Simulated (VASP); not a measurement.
Set up this calculation in VASP 6.6.1, as the native input.

| Property | Result |
| --- | --- |
| Task | single point |
| Functional | PBE |
| Potentials or basis | VASP PAW PBE potentials, release 64 (C) |
| Cutoff | 520 eV |
| k mesh | 13 × 13 × 13 |
| Occupations | gaussian, width 0.019 eV |
| Spin | no spin polarisation |
| Dipole correction | no |
| Further INCAR settings | ALGO = Normal; EDIFF = 1e-06; NBANDS = 11 |

The structure of C lies in POSCAR:

```
C
1.0
    0.0000000000      1.7833700000      1.7833700000
    1.7833700000      0.0000000000      1.7833700000
    1.7833700000      1.7833700000      0.0000000000
C
2
Direct
    0.7500000000      0.7500000000      0.7500000000
    0.5000000000      0.5000000000      0.5000000000
```

These files were run (other wordings do the same):

INCAR

```
ALGO     = Normal         # electronic algorithm
EDIFF    = 1E-6           # SCF threshold, eV
ENCUT    = 520            # plane-wave cutoff, eV
GGA      = PE             # functional
ISIF     = 2              # what is computed and relaxed
ISMEAR   = 0              # smearing method
LASPH    = True           # aspherical terms in the spheres
LCHARG   = False          # write CHGCAR
LREAL    = False          # projectors in reciprocal space
LWAVE    = False          # write WAVECAR
NBANDS   = 11             # bands
NELM     = 60             # most SCF steps
PREC     = Accurate       # precision mode
SIGMA    = 0.019000000000000003 # smearing width, eV
```

KPOINTS

```
k-points
0
Gamma
  13 13 13
```

Potentials or basis: VASP PAW PBE potentials, release 64 (C).

Run with:

```sh
$ cat potpaw_PBE.64/C/POTCAR > POTCAR
$ mpirun -np 1 vasp_std > vasp.out
```

Results of the run:

* Pressure: 2.5 GPa
* Band gap on the k mesh: 4.14 eV (least direct gap 5.59 eV)

Caveat: an odd mesh through Γ misses points on the zone boundary, where band edges can lie.

Run time: 9.3 s on 1 thread of Intel(R) Xeon(R) Platinum 8488C (Sapphire Rapids), with other jobs on the host, peak memory 0.12 GiB.
